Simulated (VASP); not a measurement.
# Cu16H: single point with PBE+D3(BJ)

System: Cu16H, a slab with vacuum.

```
Cu H
1.0
     5.10531    0.00000    0.00000
     0.00000    5.10531    0.00000
     0.00000    0.00000   21.91500
Cu H
16 1
Direct
  0.25000 0.25000 0.11408
  0.75000 0.25000 0.11408
  0.25000 0.75000 0.11408
  0.75000 0.75000 0.11408
  0.00000 0.00000 0.19644
  0.50000 0.00000 0.19644
  0.00000 0.50000 0.19644
  0.50000 0.50000 0.19644
  0.24997 0.24989 0.27567
  0.74975 0.25026 0.27702
  0.24974 0.74993 0.27698
  0.74953 0.75014 0.28011
  0.00162 0.00230 0.35818
  0.49796 0.00124 0.35818
  0.00108 0.49888 0.35819
  0.49760 0.49771 0.35824
  0.24792 0.24970 0.38335
```

```yaml
Program: VASP 6.6.1
Task: single point
Functional: PBE
Dispersion: D3(BJ)
Potentials_or_basis: VASP PAW PBE potentials, release 64 (Cu, H)
Cutoff: 520 eV
k_mesh: 2 × 2 × 1
Occupations: methfessel-paxton, width 0.1 eV
Spin: no spin polarisation
Dipole_correction: no
Further_INCAR_settings: ALGO = Normal; EDIFF = 1e-06; NBANDS = 102; NELMDL = -8
```

The largest force is 0.298 eV/Å. The band gap on the k mesh is zero (an odd number of electrons rules out a gap without spin polarisation) and the dispersion energy per atom is -0.392 eV.

Forces on the atoms (eV/Å):
```
Cu  -0.001  0.000  0.256
Cu   0.001  0.000  0.239
Cu  -0.001  0.000  0.239
Cu   0.001  0.000  0.298
Cu  -0.023 -0.016 -0.285
Cu   0.018 -0.021 -0.289
Cu  -0.023  0.018 -0.287
Cu   0.017  0.021 -0.290
Cu  -0.004  0.004 -0.200
Cu   0.003 -0.007  0.093
Cu  -0.004 -0.001  0.099
Cu   0.007  0.000 -0.151
Cu   0.014  0.015  0.052
Cu  -0.023  0.026  0.058
Cu   0.027 -0.028  0.055
Cu  -0.020 -0.014  0.050
H    0.009  0.003  0.063
```

Levels at points of the mesh, in eV from the Fermi level:
| k point | band 85 | band 86 | band 87 | band 88 | band 89 | band 90 |
| --- | --- | --- | --- | --- | --- | --- |
| (0.00, 0.00, 0.00) | -0.73 | -0.73 | -0.63 | -0.54 | -0.50 | -0.38 |
| (0.50, 0.00, 0.00) | -1.55 | -1.28 | 0.01 | 0.37 | 0.41 | 0.42 |
| (0.00, 0.50, 0.00) | -1.54 | -1.28 | 0.01 | 0.37 | 0.41 | 0.42 |
| (0.50, 0.50, 0.00) | -1.57 | -1.44 | -1.44 | -1.39 | -0.41 | 0.06 |

It took 13 min on 1 thread of Oxide Virtual Turin-like Processor, on a shared host, peak memory 0.59 GiB.

Caveat: the k points lie up to 0.62 Å⁻¹ apart, too coarse for converged energies and pressures of a metal; there is no dipole correction, which matters where the two faces differ.
